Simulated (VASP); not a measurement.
Runs of VASP 6.6.1 on Ni. The structure is that of space group P6/mmm (No. 191), or close to it. The cells are those of the table. 

```tsv
task	potentials or basis	cell	cutoff (eV)	second run	gap on the mesh (eV)	pressure (GPa)	moment (μB)
relaxation of cell and atoms	VASP PAW PBE potentials, release 64 (Ni)	relaxed from a = 2.370, b = 2.370, c = 2.214 Å, angles 90.0, 90.0, 120.0°, 1 atom	600	-	none	0.2	0.71
single point	VASP PAW PBE potentials, release 64 (Ni_sv_GW)	a = 2.380, b = 2.380, c = 2.337 Å, angles 90.0, 90.0, 120.0°, 1 atom	650	valence_matched	none	-2.9	0.74
single point	VASP PAW PBE potentials, release 64 (Ni)	a = 2.380, b = 2.380, c = 2.337 Å, angles 90.0, 90.0, 120.0°, 1 atom	520	-	none	0.3	0.71
single point	VASP PAW PBE potentials, release 64 (Ni)	a = 2.370, b = 2.370, c = 2.214 Å, angles 90.0, 90.0, 120.0°, 1 atom	520	-	none	(b)	(a)
```

Alike in all rows: level r2SCAN; spin collinear, ferromagnetic start; k mesh 9 × 9 × 8; smearing gaussian 0.1 eV.

Question: Fill in the values left out.

Answer: (a) 0.69; (b) 12.7.

Caveats: the PAW data sets were made with another functional, which shifts forces and pressure a little.

A gap of «none» marks levels without a gap at the run's occupations.

The runs don't all hold the same shells in valence.
